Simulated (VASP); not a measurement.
# MnB3Ir: relaxation of cell and atoms with PBE

The system is MnB3Ir.

```
Mn B Ir
1.0
     3.76976    0.00000    0.00000
     0.00000    3.76976    0.00000
     0.00000    0.00000    3.76976
Mn B Ir
1 3 1
Direct
  0.00000 0.00000 0.00000
  0.00000 0.50000 0.50000
  0.50000 0.50000 0.00000
  0.50000 0.00000 0.50000
  0.50000 0.50000 0.50000
```

- Program: VASP 6.6.1
- Task: relaxation of cell and atoms
- Functional: PBE
- Potentials or basis: VASP PAW PBE potentials, release 64 (Mn_pv, B, Ir)
- Cutoff: 600 eV
- k mesh: 4 × 4 × 4
- Occupations: gaussian, width 0.1 eV
- Spin: collinear spin, ferromagnetic start
- Starting moments: [4.0, 0.0, 0.0, 0.0, 0.0] μB
- Dipole correction: no
- Further INCAR settings: ALGO = Normal; EDIFF = 1e-06; IBRION = 2; EDIFFG = -0.04; NSW = 90; ISIF = 3

The relaxed volume is 13.53 Å³/atom, the relaxed cell is a = 4.074 Å, b = 4.074 Å, c = 4.074 Å, α = 90.00°, β = 90.00°, γ = 90.00° and the space group after relaxing (to 0.05 Å) is Pm-3m (No. 221). The energy gained by relaxing is 386.6 meV/atom. The ionic steps are 6, the pressure after relaxing is 0.0 GPa and the net moment is -4.16 μB per cell. The site moments are Mn -3.96; B +0.01; Ir -0.13 μB and the valence electrons inside the program's atomic spheres are Mn 11.31; B 1.65; Ir 9.29.

The path:
```
step  energy change (eV)  largest force (eV/Å)  pressure (GPa)  volume (Å³)
   1              0.0000                0.0000           52.89        53.57
   2              2.1662                0.0000          -23.57        85.94
   3             -1.6340                0.0000           14.32        62.28
   4             -1.8786                0.0000           -4.08        68.98
   5             -1.9322                0.0000            0.77        67.33
   6             -1.9330                0.0000            0.02        67.63
```

Final structure:
```yaml
crystal:
  lattice:
    - [4.07415, 0.00000, 0.00000]
    - [0.00000, 4.07415, 0.00000]
    - [0.00000, 0.00000, 4.07415]
  atoms:
    - { symbol: Mn, position: [0.00000, 0.00000, 0.00000] }
    - { symbol: B, position: [0.00000, 0.50000, 0.50000] }
    - { symbol: B, position: [0.50000, 0.50000, 0.00000] }
    - { symbol: B, position: [0.50000, 0.00000, 0.50000] }
    - { symbol: Ir, position: [0.50000, 0.50000, 0.50000] }
```

Levels at points of the mesh, in eV from the Fermi level:
Spin up:
```csv
k point,band 9,band 10,band 11,band 12,band 13,band 14,band 15,band 16,band 17,band 18
"(0.00, 0.00, 0.00)",-4.00,-3.39,-3.39,-3.39,-0.23,-0.23,1.19,1.19,1.19,1.88
"(0.50, 0.00, 0.00)",-5.21,-3.92,-2.69,-2.69,-1.75,-0.35,0.94,1.05,1.24,1.24
"(0.50, 0.50, 0.00)",-6.74,-5.22,-5.22,-0.68,-0.44,0.11,0.11,0.67,0.67,0.68
"(0.50, 0.50, 0.50)",-6.72,-6.64,-6.64,-6.64,0.70,0.70,0.70,0.87,0.87,0.94
```
Spin down:
```csv
k point,band 15,band 16,band 17,band 18,band 19,band 20,band 21
"(0.00, 0.00, 0.00)",-2.70,-2.70,-2.70,0.86,1.37,1.37,1.37
"(0.50, 0.00, 0.00)",-2.59,-1.07,-1.07,-0.34,1.10,2.44,2.44
"(0.50, 0.50, 0.00)",-2.60,-2.58,-0.77,-0.39,0.18,0.18,3.46
"(0.50, 0.50, 0.50)",-2.22,-2.22,-2.22,-0.42,0.60,0.60,0.60
```

Run time: 3.2 min on 1 thread of Intel(R) Xeon(R) 6975P-C (Granite Rapids) (shared host), peak memory 0.2 GiB.

Caveat: the k points lie up to 0.39 Å⁻¹ apart in the final cell; the volume moved by over 15 % at a fixed basis, so the end points are rough; spin-orbit coupling is left out, which moves the levels of the heavy elements; a cell with one magnetic atom can't hold antiferromagnetic order, which such compounds often take.
